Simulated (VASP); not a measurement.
# Ti (P6_3/mmc) in VASP: notebook

The runs below take Ti through single point, with PBEsol.

Program: VASP 6.6.1. These are calculated values, not measurements. Logs are shortened: lines on timing, memory, paths and dates and some standing lists are left out, and cuts for length are marked.

## (1) The cell of the first run

It takes space group P6_3/mmc (No. 194, hexagonal). The conventional cell has a = 2.979 Å, b = 2.979 Å, c = 4.732 Å, α = 90.00°, β = 90.00°, γ = 120.00°. Ti (site symmetry -6m2) has 12 Ti at 2.93 to 2.98 Å within 3.9 Å.

## (2) Single point, PBEsol (volume scaled by 1.03)

INCAR

```
SYSTEM = Ti
ALGO     = Normal         ! electronic algorithm
EDIFF    = 1E-6           ! SCF threshold, eV
ENCUT    = 520            ! plane-wave cutoff, eV
GGA      = PS             ! functional
ISIF     = 2              ! what is computed and relaxed
ISMEAR   = -1             ! smearing method
LASPH    = .True.         ! aspherical terms in the spheres
LCHARG   = .False.        ! write CHGCAR
LREAL    = .False.        ! projectors in reciprocal space
LWAVE    = .False.        ! write WAVECAR
NBANDS   = 19             ! bands
NELM     = 60             ! most SCF steps
PREC     = Accurate       ! precision mode
SIGMA    = 0.08           ! smearing width, eV
```

KPOINTS

```
k-points
0
Gamma
  13 13 7
  0 0 0
```

POSCAR

```
Ti
1.0
    2.9792076597      0.0000000000      0.0000000000
   -1.4896038298      2.5800695164      0.0000000000
    0.0000000000      0.0000000000      4.7323990572
Ti
2
Direct
    0.3333333333      0.6666666667      0.2500000000
    0.6666666667      0.3333333333      0.7500000000
```

Potentials or basis: VASP PAW PBE potentials, release 64 (Ti_sv).

Started as:

```sh
$ cat potpaw_PBE.64/Ti_sv/POTCAR > POTCAR
$ mpirun -np 1 vasp_std > vasp.out
```

OUTCAR:

```text
SYSTEM = Ti
   EDIFF = 1E-6
   ENCUT = 520
   GGA = PS
   ISIF = 2
   ISMEAR = -1
   LASPH = .True.
   LREAL = .False.
   NELM = 60
   PREC = Accurate

 ion  position               nearest neighbor table
   1  0.333  0.667  0.250-
   2  0.667  0.333  0.750-

  LATTYP: Found a hexagonal cell.
 ALAT       =     2.9792076597
 C/A-ratio  =     1.5884757284

  Lattice vectors:

 A1 = (   2.9792076597,   0.0000000000,   0.0000000000)
 A2 = (  -1.4896038298,   2.5800695164,   0.0000000000)
 A3 = (   0.0000000000,   0.0000000000,   4.7323990572)

Analysis of symmetry for initial positions (statically):
=====================================================================
 Subroutine PRICEL returns:
 Original cell was already a primitive cell.

 Routine SETGRP: Setting up the symmetry group for a
 hexagonal supercell.

 Subroutine GETGRP returns: Found 24 space group operations
 (whereof 12 operations were pure point group operations)
 out of a pool of 24 trial point group operations.

The static configuration has the point symmetry D_3d.
 The point group associated with its full space group is D_6h.

Analysis of symmetry for dynamics (positions and initial velocities):
=====================================================================
 Subroutine PRICEL returns:
 Original cell was already a primitive cell.

 Routine SETGRP: Setting up the symmetry group for a
 hexagonal supercell.

 Subroutine GETGRP returns: Found 24 space group operations
 (whereof 12 operations were pure point group operations)
 out of a pool of 24 trial point group operations.

The dynamic configuration has the point symmetry D_3d.
 The point group associated with its full space group is D_6h.

 Subroutine INISYM returns: Found 24 space group operations
 (whereof 12 operations are pure point group operations),
 and found     1 'primitive' translations

----------------------------------------------------------------------------------------

                                     Primitive cell

  volume of cell :      36.3759

  direct lattice vectors                    reciprocal lattice vectors
     2.979207660  0.000000000  0.000000000     0.335659717  0.193793228  0.000000000
    -1.489603830  2.580069516  0.000000000     0.000000000  0.387586456  0.000000000
     0.000000000  0.000000000  4.732399057     0.000000000  0.000000000  0.211309314

  length of vectors
[... 78 lines left out ...]
   LSORBIT =      F    spin-orbit coupling
   LASPH  =      T    aspherical Exc in radial PAW
   ENCUT  =  520.0 eV  38.22 Ry    6.18 a.u.   5.54  5.54  8.80*2*pi/ulx,y,z
   NELM   =     60;   NELMIN=  2; NELMDL= -5     # of ELM steps
   EDIFF  = 0.1E-05   stopping-criterion for ELM
   LREAL  =      F    real-space projection
   EDIFFG = 0.1E-04   stopping-criterion for IOM
   NSW    =      0    number of steps for IOM
   IBRION =     -1    ionic relax: 0-MD 1-quasi-New 2-CG
   NFREE  =      0    steps in history (QN), initial steepest desc. (CG)
   ISIF   =      2    stress and relaxation
   ISYM   =      2    0-nonsym 1-usesym 2-fastsym
   POTIM  = 0.5000    time-step for ionic-motion
   TEBEG  =    0.0;   TEEND  =   0.0 temperature during run
   PSTRESS=    0.0 pullay stress
   NELECT =      24.0000    total number of electrons
   NUPDOWN=      -1.0000    fix difference up-down
   EMIN   =  10.00;   EMAX   =-10.00  energy-range for DOS
   EFERMI =   0.00;   METHOD = LEGACY
   ISMEAR =    -1;   SIGMA  =   0.08  broadening in eV -4-tet -1-fermi 0-gaus
   EFERMI_NEDOS =   21; number of points for ismear=-14 and -15
   IALGO  =     38    algorithm
   IMIX   =      4    mixing-type and parameters
     AMIX     =   0.40;   BMIX     =  1.00
     AMIX_MAG =   1.60;   BMIX_MAG =  1.00
  volume/ion in A,a.u.               =      18.19       122.74
  Fermi-wavevector in a.u.,A,eV,Ry     =   1.425194  2.693227 27.635864  2.031179
  Thomas-Fermi vector in A             =   2.545604
   LORBIT       =      0    0 simple, 1 ext, 2 COOP (PROOUT), +10 PAW based schemes
   GGA     = PS    functional components
   LHFCALC =     F    Hartree Fock is set to
   AEXX    =    0.0000 exact exchange contribution
   IVDW    =     0    specifies the selected vdW correction
   LEPSILON=     F    determine dielectric tensor
   LRPA    =     F    only Hartree local field effects (RPA)
 non-spin polarized calculation
  energy-cutoff  :      520.00
  volume of cell :       36.38
 maximum number of plane-waves:      1014
 NGX is ok and might be reduce to    24
   NGX = 11   NGY = 11   NGZ = 17

 number of electron      24.0000000 magnetization

 Free energy of the ion-electron system (eV)
  ---------------------------------------------------
  ext. energy  EPLUGINS =         0.00000000
  ---------------------------------------------------
  free energy    TOTEN  =       -16.61498518 eV

  energy without entropy =      -16.56409442  energy(sigma->0) =      -16.58953980

 E-fermi :   7.7187     XC(G=0): -11.4161

 val. band max:        7.7182170815   @ k =   0.3077   0.2308   0.4286
 cond. band min:       7.7202112934   @ k =   0.0000   0.0000   0.4286
 fundamental gap:      0.0019942119
 Fermi energy:         7.7187267857

 k-point     1 :       0.0000    0.0000    0.0000
  band No.  band energies     occupation
      1     -48.9703      2.00000
      2     -48.8559      2.00000
      3     -25.6088      2.00000
      4     -25.0468      2.00000
      5     -25.0468      2.00000
      6     -24.9938      2.00000
[... 505 lines left out ...]
      6     -25.0704      2.00000
[... 11 lines left out ...]
     18       9.4283      0.00000
     19      10.8408      0.00000

 [... further k-points ...]

------------------------ aborting loop because EDIFF is reached ----------------------------------------

  FORCE on cell =-STRESS in cart. coord.  units (eV):
  Direction    XX          YY          ZZ          XY          YZ          ZX
  --------------------------------------------------------------------------------------
  -------------------------------------------------------------------------------------
  Total       -1.9278272     -1.9278272     -2.0504109     -0.0000000      0.0000000      0.0000000
  in kB      -84.9112317    -84.9112317    -90.3104358     -0.0000000      0.0000000      0.0000000
  external PRESSURE =     -86.7109664 kB  Pullay stress =       0.0000000 kB

 VOLUME and BASIS-vectors are now :
 -----------------------------------------------------------------------------
  energy-cutoff  :      520.00
  volume of cell :       36.38
      direct lattice vectors                 reciprocal lattice vectors
     2.979207660  0.000000000  0.000000000     0.335659717  0.193793228  0.000000000
    -1.489603830  2.580069516  0.000000000     0.000000000  0.387586456  0.000000000
     0.000000000  0.000000000  4.732399057     0.000000000  0.000000000  0.211309314

 POSITION                                       TOTAL-FORCE (eV/Angst)
 -----------------------------------------------------------------------------------
     -0.00000      1.72005      1.18310         0.000000     -0.000000      0.000000
      1.48960      0.86002      3.54930        -0.000000      0.000000      0.000000
 -----------------------------------------------------------------------------------
    total drift:                               -0.000000      0.000000     -0.000000

  FREE ENERGIE OF THE ION-ELECTRON SYSTEM (eV)
  ---------------------------------------------------
  free  energy   TOTEN  =       -16.6149851825 eV

  energy  without entropy=      -16.5640944195  energy(sigma->0) =      -16.58953980
```

OSZICAR:

```text
N       E                     dE             d eps       ncg     rms          rms(c)
DAV:   1     0.262993340766E+03    0.26299E+03   -0.13014E+04  3192   0.155E+03
DAV:   2     0.113965413894E+02   -0.25160E+03   -0.24754E+03  3281   0.440E+02
DAV:   3    -0.178021828437E+02   -0.29199E+02   -0.28855E+02  5935   0.123E+02
DAV:   4    -0.190698117203E+02   -0.12676E+01   -0.12660E+01  3726   0.266E+01
DAV:   5    -0.191304232655E+02   -0.60612E-01   -0.60607E-01  4701   0.418E+00    0.119E+01
DAV:   6    -0.166297273492E+02    0.25007E+01   -0.92547E+00  3735   0.297E+01    0.272E+00
DAV:   7    -0.166033113986E+02    0.26416E-01   -0.75891E-01  4772   0.604E+00    0.204E+00
DAV:   8    -0.166222980554E+02   -0.18987E-01   -0.19622E-01  3539   0.519E+00    0.655E-01
DAV:   9    -0.166145482694E+02    0.77498E-02   -0.46762E-02  3681   0.209E+00    0.702E-02
DAV:  10    -0.166149084342E+02   -0.36016E-03   -0.27294E-03  4716   0.306E-01    0.875E-02
DAV:  11    -0.166149913813E+02   -0.82947E-04   -0.17511E-04  3713   0.862E-02    0.356E-02
DAV:  12    -0.166149852437E+02    0.61376E-05   -0.29621E-05  3964   0.433E-02    0.112E-02
DAV:  13    -0.166149851825E+02    0.61134E-07   -0.25294E-06  3117   0.147E-02
   1 F= -.16614985E+02 E0= -.16589540E+02  d E =-.508908E-01
```

It took 69 s on 1 thread of Intel Xeon Platinum 8259CL at 2.50GHz (Skylake/Cascade Lake), shared host; peak memory 0.18 GiB.

Results:

```
Free energy            : -16.6150 eV
Pressure               : -8.7 GPa
Band gap on the k mesh : zero (band 12 reaches 8.48 eV, above the bottom of band 13 at 7.42 eV)
```

Stress tensor (GPa, compression positive):
```
-8.49  0.00  0.00
 0.00 -8.49  0.00
 0.00  0.00 -9.03
```

Caveat: the PAW data sets were made with another functional, which shifts forces and pressure a little.

## (3) Single point, PBEsol (volume scaled by 1.04)

INCAR

```
  ALGO = Normal
  EDIFF = 1E-6
  ENCUT = 520
  GGA = PS
  ISIF = 2
  ISMEAR = -1
  LASPH = T
  LCHARG = F
  LREAL = F
  LWAVE = F
  NBANDS = 19
  NELM = 80
  PREC = Accurate
  SIGMA = 0.08
```

KPOINTS

```
k-points
0
Gamma
  13 13 7
```

POSCAR

```
Ti
1.0
    2.9888180735      0.0000000000      0.0000000000
   -1.4944090368      2.5883923789      0.0000000000
    0.0000000000      0.0000000000      4.7476649663
Ti
2
Direct
    0.3333333333      0.6666666667      0.2500000000
    0.6666666667      0.3333333333      0.7500000000
```

Potentials or basis: VASP PAW PBE potentials, release 64 (Ti_sv).

Started as:

```sh
$ cat potpaw_PBE.64/Ti_sv/POTCAR > POTCAR
$ mpirun -np 1 vasp_std > vasp.out
```

OUTCAR:

```text
EDIFF = 1E-6
   ENCUT = 520
   GGA = PS
   ISIF = 2
   ISMEAR = -1
   LASPH = T
   LREAL = F
   NELM = 80
   PREC = Accurate

 ion  position               nearest neighbor table
   1  0.333  0.667  0.250-
   2  0.667  0.333  0.750-

  LATTYP: Found a hexagonal cell.
 ALAT       =     2.9888180735
 C/A-ratio  =     1.5884757284

  Lattice vectors:

[... 712 lines left out ...]
     18       9.3114      0.00000
     19      10.7047      0.00000

 [... further k-points ...]

------------------------ aborting loop because EDIFF is reached ----------------------------------------

  FORCE on cell =-STRESS in cart. coord.  units (eV):
  Direction    XX          YY          ZZ          XY          YZ          ZX
  --------------------------------------------------------------------------------------
  -------------------------------------------------------------------------------------
  Total       -2.1322241     -2.1322241     -2.2583378      0.0000000     -0.0000000      0.0000000
  in kB      -93.0108834    -93.0108834    -98.5121571      0.0000000     -0.0000000      0.0000000
  external PRESSURE =     -94.8446413 kB  Pullay stress =       0.0000000 kB

 VOLUME and BASIS-vectors are now :
 -----------------------------------------------------------------------------
  energy-cutoff  :      520.00
  volume of cell :       36.73
      direct lattice vectors                 reciprocal lattice vectors
     2.988818074  0.000000000  0.000000000     0.334580418  0.193170094  0.000000000
    -1.494409037  2.588392379  0.000000000     0.000000000  0.386340189  0.000000000
     0.000000000  0.000000000  4.747664966     0.000000000  0.000000000  0.210629858

 POSITION                                       TOTAL-FORCE (eV/Angst)
 -----------------------------------------------------------------------------------
     -0.00000      1.72559      1.18692         0.000000     -0.000000      0.000000
      1.49441      0.86280      3.56075        -0.000000      0.000000      0.000000
 -----------------------------------------------------------------------------------
    total drift:                               -0.000000      0.000000     -0.000000

  FREE ENERGIE OF THE ION-ELECTRON SYSTEM (eV)
  ---------------------------------------------------
  free  energy   TOTEN  =       -16.5950553161 eV

  energy  without entropy=      -16.5435891278  energy(sigma->0) =      -16.56932222
```

stdout:

```text
POSCAR found type information on POSCAR Ti
 POSCAR found :  1 types and       2 ions
 scaLAPACK will be used
 -----------------------------------------------------------------------------
|                                                                             |
|                                                                             |
|     You enforced a specific xc type in the INCAR file but a different       |
|     I HOPE YOU KNOW WHAT YOU ARE DOING!                                     |
|                                                                             |
 -----------------------------------------------------------------------------

 LDA part: xc-table for (Slater+PW92), standard interpolation
 POSCAR, INCAR and KPOINTS ok, starting setup
 FFT: planning ... GRIDC
 FFT: planning ... GRID_SOFT
 FFT: planning ... GRID
 WAVECAR not read
 entering main loop
```

Run time: 70 s. Hardware: 1 thread of Intel Xeon Platinum 8259CL at 2.50GHz (Skylake/Cascade Lake), shared host; peak memory 0.18 GiB.

Results:

| Property | Result |
| --- | --- |
| Free energy | -16.5951 eV |
| Pressure | -9.5 GPa |
| Band gap on the k mesh | zero (band 12 reaches 8.38 eV, above the bottom of band 13 at 7.33 eV) |

Caveat: the PAW data sets were made with another functional, which shifts forces and pressure a little.

## (4) Single point, PBEsol (equal xx and yy strain of -3 %)

INCAR

```
  PREC = Accurate
  ENCUT = 520
  EDIFF = 1E-6
  ISMEAR = -1
  SIGMA = 0.08
  LREAL = False
  LASPH = True
  NELM = 80
  ALGO = Normal
  ISIF = 2
  LWAVE = False
  LCHARG = False
  GGA = PS
  NBANDS = 19
```

KPOINTS

```
regular mesh
0
Gamma
  13 13 7
```

POSCAR

```
Ti
1.0
    2.8614979246      0.0000000000      0.0000000000
   -1.4307489623      2.4781298956      0.0000000000
    0.0000000000      0.0000000000      4.6860000000
Ti
2
Direct
    0.3333333333      0.6666666667      0.2500000000
    0.6666666667      0.3333333333      0.7500000000
```

Started as:

```sh
$ cat potpaw_PBE.64/Ti_sv/POTCAR > POTCAR
$ mpirun -np 1 vasp_std > vasp.out
```

Run time: 16 s. Hardware: 1 thread of Intel Xeon 6975P-C (Granite Rapids), shared host; peak memory 0.17 GiB.

The run converged. Its results:

* Free energy: -16.6916 eV
* Pressure: 0.5 GPa
* Band gap on the k mesh: zero (band 12 reaches 9.39 eV, above the bottom of band 13 at 8.38 eV)

Stress tensor (GPa, compression positive):
```
 1.79  0.00  0.00
 0.00  1.79  0.00
 0.00  0.00 -1.94
```

Levels at points of the mesh, in eV from the Fermi level:
```tsv
k point	band 8	band 9	band 10	band 11	band 12	band 13	band 14	band 15	band 16	band 17
(0.00, 0.00, 0.00)	-32.39	-6.29	-2.80	0.62	0.73	0.86	0.86	1.34	1.34	1.90
```

Caveat: the cell differs from its parent crystal (equal xx and yy strain of -3 %); the PAW data sets were made with another functional, which shifts forces and pressure a little.

(Continued in part 2 of 2.)
